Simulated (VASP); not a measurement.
Set up this calculation in VASP 6.6.1, as the native input.

| Property | Result |
| --- | --- |
| Task | single point |
| Functional | PBEsol |
| Potentials or basis | VASP PAW PBE potentials, release 64 (Ta_pv) |
| Cutoff | 520 eV |
| k mesh | 15 × 15 × 15 |
| Occupations | fermi-dirac, width 0.05 eV |
| Spin | no spin polarisation |
| Dipole correction | no |
| Further INCAR settings | ALGO = Normal; EDIFF = 1e-06; NBANDS = 12 |

The structure of Ta lies in POSCAR:

```
Ta
1.0
   -1.6622159478      1.6622159478      1.6622159478
    1.6622159478     -1.6622159478      1.6622159478
    1.6622159478      1.6622159478     -1.6622159478
Ta
1
Direct
    0.0000000000      0.0000000000      0.0000000000
```

This cell differs from its parent crystal: volume scaled by 1.02.

The input as run:

INCAR

```
  ALGO = Normal
  EDIFF = 1E-6
  ENCUT = 520
  GGA = PS
  ISIF = 2
  ISMEAR = -1
  LASPH = True
  LCHARG = False
  LREAL = False
  LWAVE = False
  NBANDS = 12
  NELM = 100
  PREC = Accurate
  SIGMA = 0.05
```

KPOINTS

```
k-points
0
Gamma
  15 15 15
```

Potentials or basis: VASP PAW PBE potentials, release 64 (Ta_pv).

Launch:

```bash
$ cat potpaw_PBE.64/Ta_pv/POTCAR > POTCAR
$ mpirun -np 1 vasp_std > vasp.out
```

Results of the run:

The pressure is -7.6 GPa.

Caveat: the PAW data sets were made with another functional, which shifts forces and pressure a little.

It took 13 s on 1 thread of Intel Xeon 6975P-C, on a shared host, peak memory 0.16 GiB.
